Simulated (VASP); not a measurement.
# InSb3 (R-3m) in VASP: relaxation of cell and atoms with PBEsol

Aim: the relaxation of cell and atoms of InSb3 with PBEsol.

All numbers are computed with VASP 6.6.1; they aren't measurements. Logs are shortened: lines on timing, memory, paths and dates and some standing lists are left out, and cuts for length are marked.

### Step 1. The cell of the first run

Symmetry: R-3m, No. 166, trigonal system. Conventional cell: a = 8.549 Å, b = 8.549 Å, c = 10.597 Å, α = 90.00°, β = 90.00°, γ = 120.00°. In (site symmetry 3m) has 6 Sb at 3.02 to 3.05 Å within 4.0 Å. Sb (site symmetry m) has 2 In at 3.02 to 3.05 Å and 4 Sb at 3.03 to 3.04 Å within 4.0 Å.

### Step 2. Relaxation of cell and atoms, PBEsol

The input, INCAR:

```
ALGO     = Normal         # electronic algorithm
EDIFF    = 1E-6           # SCF threshold, eV
EDIFFG   = -0.01          # ionic threshold
ENCUT    = 600            # plane-wave cutoff, eV
GGA      = PS             # functional
IBRION   = 2              # ionic algorithm
ISIF     = 3              # what is computed and relaxed
ISMEAR   = 0              # smearing method
LASPH    = True           # aspherical terms in the spheres
LCHARG   = False          # write CHGCAR
LREAL    = False          # projectors in reciprocal space
LWAVE    = False          # write WAVECAR
NELM     = 80             # most SCF steps
NSW      = 80             # ionic steps
PREC     = Accurate       # precision mode
SIGMA    = 0.1            # smearing width, eV
```

The input, KPOINTS:

```
k-points
0
Gamma
  6 6 6
```

The input, POSCAR:

```
InSb3
1.0
    4.2747090415      2.4680044158      3.5324849225
   -4.2747090415      2.4680044158      3.5324849225
    0.0000000000     -4.9360088317      3.5324849225
In Sb
2 6
Direct
    0.2512451441      0.2512451441      0.2512451441
    0.7487548559      0.7487548559      0.7487548559
    0.7502477246      0.2506833760      0.7502477246
    0.7502477246      0.7502477246      0.2506833760
    0.2506833760      0.7502477246      0.7502477246
    0.2497522754      0.7493166240      0.2497522754
    0.7493166240      0.2497522754      0.2497522754
    0.2497522754      0.2497522754      0.7493166240
```

Potentials or basis: VASP PAW PBE potentials, release 64 (In_d, Sb).

Run with:

```
> cat potpaw_PBE.64/In_d/POTCAR potpaw_PBE.64/Sb/POTCAR > POTCAR
> mpirun -np 1 vasp_std > vasp.out
```

OUTCAR:

```text
EDIFF = 1E-6
   EDIFFG = -0.01
   ENCUT = 600
   GGA = PS
   IBRION = 2
   ISIF = 3
   ISMEAR = 0
   LASPH = True
   LREAL = False
   NELM = 80
   NSW = 80
   PREC = Accurate

 ion  position               nearest neighbor table
   1  0.251  0.251  0.251-   6 3.02   7 3.02   8 3.02   6 3.05   7 3.05   8 3.05
   2  0.749  0.749  0.749-   3 3.02   5 3.02   4 3.02   3 3.05   5 3.05   4 3.05
   3  0.750  0.251  0.750-   2 3.02   8 3.03   7 3.03   8 3.04   7 3.04   2 3.05
   4  0.750  0.750  0.251-   2 3.02   6 3.03   7 3.03   7 3.04   6 3.04   2 3.05
   5  0.251  0.750  0.750-   2 3.02   8 3.03   6 3.03   8 3.04   6 3.04   2 3.05
   6  0.250  0.749  0.250-   1 3.02   4 3.03   5 3.03   4 3.04   5 3.04   1 3.05
   7  0.749  0.250  0.250-   1 3.02   4 3.03   3 3.03   4 3.04   3 3.04   1 3.05
   8  0.250  0.250  0.749-   1 3.02   3 3.03   5 3.03   5 3.04   3 3.04   1 3.05

  LATTYP: Found a trigonal (rhomboedric) cell.
 ALAT       =     6.0698132520
 COS(alpha) =     0.0080438913

  Lattice vectors:

 A1 = (   4.2747090415,   2.4680044158,   3.5324849225)
 A2 = (  -4.2747090415,   2.4680044158,   3.5324849225)
 A3 = (   0.0000000000,  -4.9360088317,   3.5324849225)

Analysis of symmetry for initial positions (statically):
=====================================================================
 Subroutine PRICEL returns:
 Original cell was already a primitive cell.

 Routine SETGRP: Setting up the symmetry group for a
 trigonal (rhombohedral) supercell.

 Subroutine GETGRP returns: Found 12 space group operations
 (whereof 12 operations were pure point group operations)
 out of a pool of 12 trial point group operations.

The static configuration has the point symmetry D_3d.

Analysis of symmetry for dynamics (positions and initial velocities):
=====================================================================
 Subroutine PRICEL returns:
 Original cell was already a primitive cell.

 Routine SETGRP: Setting up the symmetry group for a
 trigonal (rhombohedral) supercell.

 Subroutine GETGRP returns: Found 12 space group operations
 (whereof 12 operations were pure point group operations)
 out of a pool of 12 trial point group operations.

The dynamic configuration has the point symmetry D_3d.

 Subroutine INISYM returns: Found 12 space group operations
 (whereof 12 operations are pure point group operations),
 and found     1 'primitive' translations

----------------------------------------------------------------------------------------

                                     Primitive cell

  volume of cell :     223.6063

  direct lattice vectors                    reciprocal lattice vectors
     4.274709042  2.468004416  3.532484923     0.116967025  0.067530943  0.094362281
    -4.274709042  2.468004416  3.532484923    -0.116967025  0.067530943  0.094362281
     0.000000000 -4.936008832  3.532484923     0.000000000 -0.135061887  0.094362281

  length of vectors
     6.069813252  6.069813252  6.069813252     0.164760290  0.164760290  0.164760290

  position of ions in fractional coordinates (direct lattice)
     0.251245144  0.251245144  0.251245144
     0.748754856  0.748754856  0.748754856
     0.750247725  0.250683376  0.750247725
     0.750247725  0.750247725  0.250683376
     0.250683376  0.750247725  0.750247725
     0.249752275  0.749316624  0.249752275
     0.749316624  0.249752275  0.249752275
     0.249752275  0.249752275  0.749316624

  ion indices of the primitive-cell ions
   primitive index   ion index
                 1           1
                 2           2
                 3           3
                 4           4
                 5           5
                 6           6
                 7           7
                 8           8

----------------------------------------------------------------------------------------

 KPOINTS: k-points

Automatic generation of k-mesh.
 Grid dimensions read from file:
 generate k-points for:    6    6    6

 Generating k-lattice:

  Cartesian coordinates                     Fractional coordinates (reciprocal lattice)
     0.019494504  0.011255157  0.015727047     0.166666667  0.000000000  0.000000000
    -0.019494504  0.011255157  0.015727047     0.000000000  0.166666667  0.000000000
     0.000000000 -0.022510314  0.015727047     0.000000000  0.000000000  0.166666667

  Length of vectors
     0.027460048  0.027460048  0.027460048

  Shift w.r.t. Gamma in fractional coordinates (k-lattice)
     0.000000000  0.000000000  0.000000000

 Subroutine IBZKPT returns following result:
 ===========================================

 Found     32 irreducible k-points:

 Following reciprocal coordinates:
            Coordinates               Weight
  0.000000  0.000000  0.000000      1.000000
  0.166667  0.000000 -0.000000      6.000000
  0.333333  0.000000 -0.000000      6.000000
  0.500000  0.000000  0.000000      3.000000
  0.166667  0.166667 -0.000000      6.000000
  0.333333  0.166667 -0.000000     12.000000
[... 16 lines left out ...]
  0.500000  0.500000  0.166667      6.000000
 -0.333333  0.500000  0.166667     12.000000
 [... further k-points ...]
   k-points           NKPTS =     32   k-points in BZ     NKDIM =     32   number of bands    NBANDS=     33
   number of dos      NEDOS =    301   number of ions     NIONS =      8
   total plane-waves  NPLWV = 110592
   dimension x,y,z NGX =    48 NGY =   48 NGZ =   48
   dimension x,y,z NGXF=    96 NGYF=   96 NGZF=   96
   ions per type =               2   6
   NGX,Y,Z   is equivalent  to a cutoff of  13.15, 13.15, 13.15 a.u.
   NGXF,Y,Z  is equivalent  to a cutoff of  26.29, 26.29, 26.29 a.u.
 SYSTEM =  unknown system
   PREC   = accura    normal or accurate (medium, high low for compatibility)
   ISTART =      0    job   : 0-new  1-cont  2-samecut
   ICHARG =      2    charge: 1-file 2-atom 10-const
   ISPIN  =      1    spin polarized calculation?
   LNONCOLLINEAR =      F non collinear calculations
   LSORBIT =      F    spin-orbit coupling
   LASPH  =      T    aspherical Exc in radial PAW
   ENCUT  =  600.0 eV  44.10 Ry    6.64 a.u.  12.12 12.12 12.12*2*pi/ulx,y,z
   NELM   =     80;   NELMIN=  2; NELMDL= -5     # of ELM steps
   EDIFF  = 0.1E-05   stopping-criterion for ELM
   LREAL  =      F    real-space projection
   EDIFFG = -.1E-01   stopping-criterion for IOM
   NSW    =     80    number of steps for IOM
   IBRION =      2    ionic relax: 0-MD 1-quasi-New 2-CG
   NFREE  =      1    steps in history (QN), initial steepest desc. (CG)
   ISIF   =      3    stress and relaxation
   ISYM   =      2    0-nonsym 1-usesym 2-fastsym
   POTIM  = 0.5000    time-step for ionic-motion
   TEBEG  =    0.0;   TEEND  =   0.0 temperature during run
   PSTRESS=    0.0 pullay stress
   NELECT =      56.0000    total number of electrons
   NUPDOWN=      -1.0000    fix difference up-down
   EMIN   =  10.00;   EMAX   =-10.00  energy-range for DOS
   EFERMI =   0.00;   METHOD = LEGACY
   ISMEAR =     0;   SIGMA  =   0.10  broadening in eV -4-tet -1-fermi 0-gaus
   EFERMI_NEDOS =   21; number of points for ismear=-14 and -15
   IALGO  =     38    algorithm
   IMIX   =      4    mixing-type and parameters
     AMIX     =   0.40;   BMIX     =  1.00
     AMIX_MAG =   1.60;   BMIX_MAG =  1.00
  volume/ion in A,a.u.               =      27.95       188.62
  Fermi-wavevector in a.u.,A,eV,Ry     =   1.031912  1.950032 14.488071  1.064843
  Thomas-Fermi vector in A             =   2.166084
   LORBIT       =      0    0 simple, 1 ext, 2 COOP (PROOUT), +10 PAW based schemes
   GGA     = PS    functional components
   LHFCALC =     F    Hartree Fock is set to
   AEXX    =    0.0000 exact exchange contribution
   IVDW    =     0    specifies the selected vdW correction
   LEPSILON=     F    determine dielectric tensor
   LRPA    =     F    only Hartree local field effects (RPA)
 conjugate gradient relaxation of ions
 non-spin polarized calculation
 Gauss-broadening in eV      SIGMA  =   0.10
  energy-cutoff  :      600.00
  volume of cell :      223.61
 maximum number of plane-waves:      7496
   NGX = 25   NGY = 25   NGZ = 25

--------------------------------------- Ionic step        1  -------------------------------------------

 number of electron      56.0000007 magnetization

 Free energy of the ion-electron system (eV)
  ---------------------------------------------------
  ext. energy  EPLUGINS =         0.00000000
  ---------------------------------------------------
  free energy    TOTEN  =       -33.17810965 eV

  energy without entropy =      -33.14916803  energy(sigma->0) =      -33.16363884

------------------------ aborting loop because EDIFF is reached ----------------------------------------

  FORCE on cell =-STRESS in cart. coord.  units (eV):
  Direction    XX          YY          ZZ          XY          YZ          ZX
  --------------------------------------------------------------------------------------
  -------------------------------------------------------------------------------------
  Total        0.1927882      0.1927882      0.1405306      0.0000000     -0.0000000      0.0000000
  in kB        1.3813602      1.3813602      1.0069254      0.0000000     -0.0000000      0.0000000
  external PRESSURE =       1.2565486 kB  Pullay stress =       0.0000000 kB
[... 107 lines left out ...]
  FREE ENERGIE OF THE ION-ELECTRON SYSTEM (eV)
  ---------------------------------------------------
  free  energy   TOTEN  =       -33.1791710725 eV

  energy  without entropy=      -33.1500330536  energy(sigma->0) =      -33.16460206

 E-fermi :   7.3054     XC(G=0): -10.0015

 val. band max:        7.3008585437   @ k =   0.5000   0.3333   0.0000
 cond. band min:       7.3309287592   @ k =  -0.3333   0.3333   0.1667
 fundamental gap:      0.0300702155
 Fermi energy:         7.3054259500

 k-point     1 :       0.0000    0.0000    0.0000
  band No.  band energies     occupation
      1      -7.2679      2.00000
      2      -7.2679      2.00000
      3      -7.2352      2.00000
      4      -7.2352      2.00000
      5      -7.1552      2.00000
      6      -7.1539      2.00000
[... 853 lines left out ...]
     32       9.1964      0.00000
     33       9.2763      0.00000

 [... further k-points ...]

[... ionic steps 4 to 39 ...]

--------------------------------------- Ionic step       40  -------------------------------------------

 number of electron      56.0000011 magnetization

------------------------ aborting loop because EDIFF is reached ----------------------------------------
[... 79 lines left out ...]
--------------------------------------- Ionic step       42  -------------------------------------------

 number of electron      56.0000012 magnetization

 Free energy of the ion-electron system (eV)
  ---------------------------------------------------
  ext. energy  EPLUGINS =         0.00000000
  ---------------------------------------------------
  free energy    TOTEN  =       -33.26705778 eV

  energy without entropy =      -33.25179880  energy(sigma->0) =      -33.25942829

 E-fermi :   6.9828     XC(G=0):  -9.9057

 val. band max:        6.9398548415   @ k =   0.5000   0.1667  -0.0000
 cond. band min:       6.9858703391   @ k =   0.5000   0.3333   0.0000
 fundamental gap:      0.0460154976
 Fermi energy:         6.9828001533

 k-point     1 :       0.0000    0.0000    0.0000
  band No.  band energies     occupation
      1      -7.4778      2.00000
      2      -7.4778      2.00000
      3      -7.4491      2.00000
      4      -7.4491      2.00000
      5      -7.3823      2.00000
      6      -7.3769      2.00000
[... 853 lines left out ...]
     32       8.9671      0.00000
     33       9.1177      0.00000

 [... further k-points ...]
[... 5 lines left out ...]
  --------------------------------------------------------------------------------------
  -------------------------------------------------------------------------------------
  Total       -0.0215060     -0.0215060     -0.0399119      0.0000000      0.0000000      0.0000000
  in kB       -0.1503791     -0.1503791     -0.2790809      0.0000000      0.0000000      0.0000000
  external PRESSURE =      -0.1932797 kB  Pullay stress =       0.0000000 kB
[... 23 lines left out ...]
  FREE ENERGIE OF THE ION-ELECTRON SYSTEM (eV)
  ---------------------------------------------------
  free  energy   TOTEN  =       -33.2670577841 eV

  energy  without entropy=      -33.2517988012  energy(sigma->0) =      -33.25942829

 reached required accuracy - stopping structural energy minimisation
```

Wall time 55 min (1 thread of Intel Xeon Platinum 8488C (Sapphire Rapids), shared host); peak memory 0.5 GiB.

Results:

- Free energy: -33.2671 eV
- Relaxed volume: 28.64 Å³/atom
- Relaxed cell: a = 6.120 Å, b = 6.120 Å, c = 6.120 Å, α = 88.97°, β = 88.97°, γ = 88.97°
- Space group after relaxing (to 0.1 Å): R-3m (No. 166)
- Energy gained by relaxing: 11.1 meV/atom
- Ionic steps: 42
- Pressure after relaxing: 0.0 GPa
- Largest force after relaxing: 0.008 eV/Å
- Band gap on the k mesh: zero (bands 28 and 29 overlap by 1.07 eV)

Forces on the atoms (eV/Å):
```
In   0.000  0.000  0.004
In   0.000  0.000 -0.004
Sb   0.004 -0.002  0.007
Sb   0.000  0.004  0.007
Sb  -0.004 -0.002  0.007
Sb  -0.004  0.002 -0.007
Sb   0.004  0.002 -0.007
Sb   0.000 -0.004 -0.007
```

Step by step:
```csv
step,energy change (eV),largest force (eV/Å),pressure (GPa),volume (Å³)
1,0.0000,0.0552,0.13,223.61
3,-0.0011,0.0360,-0.13,224.60
5,-0.0025,0.0493,0.02,224.04
7,-0.0033,0.0687,0.07,223.91
9,-0.0106,0.1845,0.17,224.10
11,-0.0118,0.2348,0.25,224.17
13,-0.0133,0.2525,0.25,224.37
15,-0.0167,0.3291,0.36,225.24
17,-0.0302,0.3170,0.14,227.02
19,-0.0459,0.2631,-0.13,229.58
21,-0.0769,0.1036,0.31,228.45
23,-0.0803,0.0463,-0.21,230.14
25,-0.0823,0.0384,-0.09,229.53
27,-0.0832,0.0306,0.02,228.87
29,-0.0845,0.0439,-0.03,229.07
31,-0.0848,0.0639,-0.08,229.21
33,-0.0855,0.0634,0.13,228.47
35,-0.0868,0.0494,0.07,228.72
37,-0.0864,0.0372,-0.25,229.83
39,-0.0882,0.0107,0.01,228.91
41,-0.0886,0.0091,0.02,228.90
42,-0.0889,0.0082,-0.02,229.13
```

Final structure:
```xyz
8
Lattice="4.2885 2.4760 3.5966 -4.2885 2.4760 3.5966 0.0000 -4.9519 3.5966" Properties=species:S:1:pos:R:3 pbc="T T T"
In    0.0000    0.0000    2.8606
In    0.0000    0.0000    7.9290
Sb    2.2265   -1.2855    6.3704
Sb    0.0000    2.5710    6.3704
Sb   -2.2265   -1.2855    6.3704
Sb   -2.2265    1.2855    4.4192
Sb    2.2265    1.2855    4.4192
Sb    0.0000   -2.5710    4.4192
```

Levels at points of the mesh, in eV from the Fermi level:
| k point | band 26 | band 27 | band 28 | band 29 | band 30 | band 31 |
| --- | --- | --- | --- | --- | --- | --- |
| (0.00, 0.00, 0.00) | -2.18 | -1.59 | -0.82 | -0.58 | -0.58 | 2.44 |
| (0.50, 0.00, 0.00) | -1.65 | -1.36 | -0.79 | 0.04 | 1.06 | 2.28 |
| (0.50, 0.50, 0.00) | -0.45 | -0.36 | -0.12 | 0.26 | 0.30 | 1.29 |
| (0.50, 0.50, 0.50) | 0.21 | 0.23 | 0.23 | 0.36 | 0.52 | 0.52 |

Caveat: the PAW data sets were made with another functional, which shifts forces and pressure a little; spin-orbit coupling is left out, which moves the levels of the heavy elements.

The gap in the log of VASP goes by the Fermi energy; the results here count the filled bands.